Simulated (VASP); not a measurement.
# P (P4/mmm) in VASP: notebook, part 2 of 2

VASP 6.6.1. Earlier steps stand in the parts before.

### Step 3. Single point, r2SCAN (strain +0.025 along x and y, -0.050 along z)

POSCAR reads:

```
P
1.0
    4.3797274788      0.0000000000      0.0000000000
    0.0000000000      4.3797274788      0.0000000000
    0.0000000000      0.0000000000      4.1591000000
P
1
Direct
    0.0000000000      0.0000000000      0.0000000000
```

INCAR.step1 reads:

```
SYSTEM = P
ALGO = Normal
EDIFF = 1E-4
ENCUT = 520
GGA = PE
ISMEAR = 0
LASPH = .True.
LCHARG = .False.
LREAL = .False.
LWAVE = .True.
NBANDS = 8
NELM = 80
PREC = Accurate
SIGMA = 0.15
```

INCAR.step2 reads:

```
SYSTEM = P
ALGO = Normal
EDIFF = 1E-6
ENCUT = 520
ISIF = 2
ISMEAR = 0
ISTART = 1
LASPH = .True.
LCHARG = .False.
LMIXTAU = .True.
LREAL = .False.
LWAVE = .False.
METAGGA = R2SCAN
NBANDS = 8
NELM = 80
PREC = Accurate
SIGMA = 0.15
```

KPOINTS reads:

```
k-points
0
Gamma
  12 12 12
  0 0 0
```

Potentials or basis: VASP PAW PBE potentials, release 64 (P).

Run with:

```bash
> cat potpaw_PBE.64/P/POTCAR > POTCAR
> cp INCAR.step1 INCAR
> mpirun -np 1 vasp_std > vasp.out
> cp INCAR.step2 INCAR
> mpirun -np 1 vasp_std > vasp.out
```

OUTCAR:

```text
SYSTEM = P
   EDIFF = 1E-6
   ENCUT = 520
   ISIF = 2
   ISMEAR = 0
   ISTART = 1
   LASPH = .True.
   LREAL = .False.
   METAGGA = R2SCAN
   NELM = 80
   PREC = Accurate

 ion  position               nearest neighbor table
   1  0.000  0.000  0.000-

  LATTYP: Found a simple tetragonal cell.
 ALAT       =     4.3797274788
 C/A-ratio  =     0.9496252952

  Lattice vectors:

 A1 = (   4.3797274788,   0.0000000000,   0.0000000000)
 A2 = (   0.0000000000,   4.3797274788,   0.0000000000)
 A3 = (   0.0000000000,   0.0000000000,   4.1591000000)

Analysis of symmetry for initial positions (statically):
=====================================================================
 Subroutine PRICEL returns:
 Original cell was already a primitive cell.

 Routine SETGRP: Setting up the symmetry group for a
 simple tetragonal supercell.

 Subroutine GETGRP returns: Found 16 space group operations
 (whereof 16 operations were pure point group operations)
 out of a pool of 16 trial point group operations.

The static configuration has the point symmetry D_4h.

Analysis of symmetry for dynamics (positions and initial velocities):
=====================================================================
 Subroutine PRICEL returns:
 Original cell was already a primitive cell.

 Routine SETGRP: Setting up the symmetry group for a
 simple tetragonal supercell.

 Subroutine GETGRP returns: Found 16 space group operations
 (whereof 16 operations were pure point group operations)
 out of a pool of 16 trial point group operations.

The dynamic configuration has the point symmetry D_4h.

 Subroutine INISYM returns: Found 16 space group operations
 (whereof 16 operations are pure point group operations),
 and found     1 'primitive' translations

----------------------------------------------------------------------------------------

[... 106 lines left out ...]
   EFERMI_NEDOS =   21; number of points for ismear=-14 and -15
   IALGO  =     38    algorithm
   IMIX   =      4    mixing-type and parameters
     AMIX     =   0.40;   BMIX     =  1.00
     AMIX_MAG =   1.60;   BMIX_MAG =  1.00
  volume/ion in A,a.u.               =      79.78       538.38
  Fermi-wavevector in a.u.,A,eV,Ry     =   0.650280  1.228851  5.753413  0.422864
  Thomas-Fermi vector in A             =   1.719507
   LORBIT       =      0    0 simple, 1 ext, 2 COOP (PROOUT), +10 PAW based schemes
   METAGGA = R2SCAN    functional components
   LHFCALC =     F    Hartree Fock is set to
   AEXX    =    0.0000 exact exchange contribution
   IVDW    =     0    specifies the selected vdW correction
   LEPSILON=     F    determine dielectric tensor
   LRPA    =     F    only Hartree local field effects (RPA)
 non-spin polarized calculation
 Gauss-broadening in eV      SIGMA  =   0.15
  energy-cutoff  :      520.00
  volume of cell :       79.78
 maximum number of plane-waves:      2184
 NGX is ok and might be reduce to    36
   NGX = 17   NGY = 17   NGZ = 15

 number of electron       5.0000002 magnetization

 Free energy of the ion-electron system (eV)
  ---------------------------------------------------
  ext. energy  EPLUGINS =         0.00000000
  ---------------------------------------------------
  free energy    TOTEN  =        -4.33697016 eV

  energy without entropy =       -4.29969904  energy(sigma->0) =       -4.31833460

 E-fermi :  -3.2265     XC(G=0):  -5.2002

 val. band max:       -3.2265220818   @ k =   0.4167   0.0833   0.2500
 cond. band min:      -3.2232222559   @ k =   0.5000   0.0000   0.2500
 fundamental gap:      0.0032998259
 Fermi energy:        -3.2265079124

 k-point     1 :       0.0000    0.0000    0.0000
  band No.  band energies     occupation
      1     -12.4232      2.00000
      2      -2.7705      0.00002
      3      -2.7705      0.00002
      4      -2.5085      0.00000
      5       1.8105      0.00000
      6       4.7679      0.00000
      7       4.9751      0.00000
      8       9.3934      0.00000
[... 243 lines left out ...]
 k-point    24 :       0.4167    0.3333    0.0000
  band No.  band energies     occupation
      1     -12.1772      2.00000
      2      -3.7837      2.00000
      3      -3.5452      1.99734
      4      -2.3147      0.00000
      5       3.2972      0.00000
      6       5.1361      0.00000
      7       6.7486      0.00000
      8       6.9477      0.00000

 [... further k-points ...]
[... 5 lines left out ...]
  --------------------------------------------------------------------------------------
  -------------------------------------------------------------------------------------
  Total       -1.8471382     -1.8471382     -2.2762855      0.0000000      0.0000000      0.0000000
  in kB      -37.0950906    -37.0950906    -45.7134265      0.0000000      0.0000000      0.0000000
  external PRESSURE =     -39.9678692 kB  Pullay stress =       0.0000000 kB

 VOLUME and BASIS-vectors are now :
 -----------------------------------------------------------------------------
  energy-cutoff  :      520.00
  volume of cell :       79.78
      direct lattice vectors                 reciprocal lattice vectors
     4.379727479  0.000000000  0.000000000     0.228324709  0.000000000  0.000000000
     0.000000000  4.379727479  0.000000000     0.000000000  0.228324709  0.000000000
     0.000000000  0.000000000  4.159100000     0.000000000  0.000000000  0.240436633

 POSITION                                       TOTAL-FORCE (eV/Angst)
 -----------------------------------------------------------------------------------
      0.00000      0.00000      0.00000         0.000000      0.000000      0.000000
 -----------------------------------------------------------------------------------
    total drift:                               -0.000000     -0.000000      0.000000

  FREE ENERGIE OF THE ION-ELECTRON SYSTEM (eV)
  ---------------------------------------------------
  free  energy   TOTEN  =        -4.3369701566 eV

  energy  without entropy=       -4.2996990433  energy(sigma->0) =       -4.31833460
```

OUTCAR.step1:

```text
SYSTEM = P
   EDIFF = 1E-4
   ENCUT = 520
   GGA = PE
   ISMEAR = 0
   LASPH = .True.
[... 482 lines left out ...]
 POSITION                                       TOTAL-FORCE (eV/Angst)
 -----------------------------------------------------------------------------------
      0.00000      0.00000      0.00000         0.000000      0.000000      0.000000
 -----------------------------------------------------------------------------------
    total drift:                               -0.000000      0.000000      0.000000

  FREE ENERGIE OF THE ION-ELECTRON SYSTEM (eV)
  ---------------------------------------------------
  free  energy   TOTEN  =        -1.1604210241 eV

  energy  without entropy=       -1.1209071014  energy(sigma->0) =       -1.14066406
```

Run time: 12 min. Hardware: 1 thread of AMD EPYC 7R13, shared host; peak memory 0.24 GiB.

Results:

- Free energy: -4.3370 eV
- Pressure: -4.0 GPa

Caveat: the cell differs from its parent crystal (strain +0.025 along x and y, -0.050 along z); the PAW data sets were made with another functional, which shifts forces and pressure a little.

### Step 4. Single point, r2SCAN (strain +0.000 along x and y, +0.025 along z)

POSCAR reads:

```
P
1.0
    4.2729048574      0.0000000000      0.0000000000
    0.0000000000      4.2729048574      0.0000000000
    0.0000000000      0.0000000000      4.4874500000
P
1
Direct
    0.0000000000      0.0000000000      0.0000000000
```

INCAR.step1 reads:

```
SYSTEM = P
PREC = Accurate ; ENCUT = 520
ISMEAR = 0 ; SIGMA = 0.15
LREAL = .False. ; LASPH = .True.
NELM = 100 ; NBANDS = 8
GGA = PE ; ALGO = Normal
EDIFF = 1E-4 ; LWAVE = .True.
LCHARG = .False.
```

INCAR.step2 reads:

```
SYSTEM = P
PREC = Accurate ; ENCUT = 520
EDIFF = 1E-6 ; ISMEAR = 0
SIGMA = 0.15 ; LREAL = .False.
LASPH = .True. ; NELM = 100
ALGO = Normal ; ISIF = 2
LWAVE = .False. ; LCHARG = .True.
METAGGA = R2SCAN ; LMIXTAU = .True.
LELF = .True. ; LVHAR = .True.
NBANDS = 8 ; ISTART = 1
```

KPOINTS reads:

```
regular mesh
0
Gamma
  12 12 12
  0 0 0
```

Run with:

```bash
> cat potpaw_PBE.64/P/POTCAR > POTCAR
> cp INCAR.step1 INCAR
> mpirun -np 1 vasp_std > vasp.out
> cp INCAR.step2 INCAR
> mpirun -np 1 vasp_std > vasp.out
```

Run time: 10 min. Hardware: 1 thread of AMD EPYC 7R13, shared host; peak memory 0.23 GiB.

Results (log left out):

- Free energy: -4.2843 eV
- Pressure: -3.8 GPa

Stress tensor (GPa, compression positive):
```
-4.03  0.00  0.00
 0.00 -4.03  0.00
 0.00  0.00 -3.24
```

Levels at points of the mesh, in eV from the Fermi level:
```tsv
k point	band 1	band 2	band 3	band 4	band 5
(0.00, 0.00, 0.00)	-9.18	0.37	0.59	0.59	5.01
(0.50, 0.00, 0.00)	-8.99	-0.85	0.54	0.74	7.07
(0.50, 0.50, 0.00)	-8.82	-0.54	-0.54	0.68	6.21
(0.00, 0.00, 0.50)	-9.05	-0.75	0.69	0.69	7.02
(0.50, 0.00, 0.50)	-8.88	-0.62	-0.44	0.83	6.15
(0.50, 0.50, 0.50)	-8.71	-0.36	-0.36	-0.19	7.29
```

Caveat: the cell differs from its parent crystal (strain +0.000 along x and y, +0.025 along z); the PAW data sets were made with another functional, which shifts forces and pressure a little.

### Step 5. Overview

| cell | gap on the mesh (eV) | pressure (GPa) |
| --- | --- | --- |
| a = 4.273, b = 4.273, c = 4.269 Å, 1 atom | none | -4.2 |
| a = 4.380, b = 4.380, c = 4.159 Å, 1 atom | none | -4.0 |
| a = 4.273, b = 4.273, c = 4.487 Å, 1 atom | none | -3.8 |

Alike in all rows: task single point; level r2SCAN; potentials or basis VASP PAW PBE potentials, release 64 (P); no spin polarisation; k mesh 12 × 12 × 12; cutoff (eV) 520; smearing gaussian 0.15 eV.

Caveats: the PAW data sets were made with another functional, which shifts forces and pressure a little.

Absolute energies hang on the potentials; compare differences alone.
